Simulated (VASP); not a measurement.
Here is a VASP 6.6.1 calculation.

Contents of INCAR:

```
SYSTEM = Ti4C
  PREC = Accurate
  ENCUT = 520
  EDIFF = 1E-7
  ISMEAR = 0
  SIGMA = 0.1
  LREAL = .False.
  LASPH = .True.
  NELM = 80
  ALGO = Fast
  ISIF = 2
  LWAVE = .False.
  LCHARG = .False.
  LDIPOL = .True.
  IDIPOL = 3
  DIPOL = 0.5 0.5 0.346
  GGA = PS
  IBRION = 2
  NSW = 36
  EDIFFG = -0.025
```

The input KPOINTS:

```
regular mesh
0
Gamma
  9 7 1
  0 0 0
```

POSCAR

```
Ti4C
1.0
    2.8676282151      0.0000000000      0.0000000000
    0.0000000000      4.0554387137      0.0000000000
    0.0000000000      0.0000000000     19.6054200203
Ti C
4 1
Selective dynamics
Direct
    0.5000000000      0.5000000000      0.2040252132  F F F
    0.0000000000      0.0000000000      0.2771587704  F F F
    0.5000000000      0.5000000000      0.3434213386  F F F
    0.0000000000      0.0000000000      0.4134275120  F F F
    0.0000000000      0.3000000000      0.4919772191  F F T
```

Potentials or basis: VASP PAW PBE potentials, release 64 (Ti_sv, C).

Run with:

```console
$ cat potpaw_PBE.64/Ti_sv/POTCAR potpaw_PBE.64/C/POTCAR > POTCAR
$ mpirun -np 1 vasp_std > vasp.out
```

**Question.** What does it give for the band gap on the k mesh?

**Answer.** Zero (bands 26 and 27 overlap by 0.48 eV).

**Question.** Estimate the energy gained by relaxing.

**Answer.** 58.0 meV/atom.

Step by step:
```tsv
step	energy change (eV)	largest force on free atoms (eV/Å)	pressure (GPa)
1	0.0000	2.0356	-2.58
2	-0.1731	1.4437	-1.79
3	-0.2901	0.0381	-0.82
4	-0.2902	0.0139	-0.78
```

Caveat: the PAW data sets were made with another functional, which shifts forces and pressure a little.
